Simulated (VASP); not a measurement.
Input of a VASP 6.6.1 run:

The input INCAR:

```
SYSTEM = SnO2
PREC = Accurate ; ENCUT = 520
EDIFF = 1E-6 ; ISMEAR = 0
SIGMA = 0.05 ; LREAL = .FALSE.
LASPH = .TRUE. ; NELM = 60
ALGO = Normal ; ISIF = 2
LWAVE = .FALSE. ; LCHARG = .FALSE.
GGA = PE ; NBANDS = 20
```

The input KPOINTS:

```
Automatic mesh
0
G
  12 12 12
  0 0 0
```

POSCAR

```
SnO2
1.0
    1.6167660720      0.9334403269      4.9182553763
   -1.6167660720      0.9334403269      4.9182553763
    0.0000000000     -1.8668806537      4.9182553763
Sn O
1 2
Direct
    0.5065604417      0.4934395583      0.5000000000
    0.2105439645      0.2592213839      0.2348826742
    0.7407786161      0.7894560355      0.7651173258
```

Potentials or basis: VASP PAW PBE potentials, release 64 (Sn_d, O).

Launch:

```console
$ cat potpaw_PBE.64/Sn_d/POTCAR potpaw_PBE.64/O/POTCAR > POTCAR
$ mpirun -np 1 vasp_std > vasp.out
```

Task: What does it give for the pressure?

Result: 1.6 GPa.

Task: What does it give for the band gap on the k mesh?

Result: 2.00 eV, indirect (least direct gap 2.17 eV).

Forces on the atoms (eV/Å):
```
Sn  -1.414  0.000  0.000
O    0.707  0.138  0.173
O    0.707 -0.138 -0.173
```

Caveat: the cell differs from its parent crystal (mode 4 frozen in at -0.079 Å and mode 5 at +0.000 Å (largest displacements)); spin-orbit coupling is left out, which moves the levels of the heavy elements; forces of over 1 eV/Å act on the atoms, so gaps and moduli don't describe the material at rest. A k mesh can miss the band edges.
